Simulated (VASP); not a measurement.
Input of a VASP 6.6.1 run:

The input INCAR:

```
PREC = Accurate
ENCUT = 520
EDIFF = 1E-6
ISMEAR = -1
SIGMA = 0.02
LREAL = F
LASPH = T
NELM = 100
ALGO = Normal
ISIF = 2
LWAVE = F
LCHARG = F
GGA = PE
NBANDS = 11
```

KPOINTS

```
Automatic mesh
0
Gamma
  12 12 12
```

POSCAR

```
BN
1.0
    0.0000000000      1.8048245542      1.8048245542
    1.9082410012      0.0000000000      1.8048245542
    1.9082410012      1.8048245542      0.0000000000
B N
1 1
Direct
    0.0000000000      0.0000000000      0.0000000000
    0.2500000000      0.2500000000      0.2500000000
```

Potentials or basis: VASP PAW PBE potentials, release 64 (B, N).

Command:

```sh
$ cat potpaw_PBE.64/B/POTCAR potpaw_PBE.64/N/POTCAR > POTCAR
$ mpirun -np 1 vasp_std > vasp.out
```

Problem. What does it give for the band gap on the k mesh?

Solution. 3.92 eV (least direct gap 8.28 eV).

Problem. Estimate the pressure.

Solution. -14.7 GPa.

Stress tensor (GPa, compression positive):
```
-38.13   0.00   0.00
  0.00  -3.00   0.00
  0.00   0.00  -3.00
```

Caveat: the cell differs from its parent crystal (uniaxial x strain +5.7%); the cell stands under tension. A k mesh can miss the band edges.
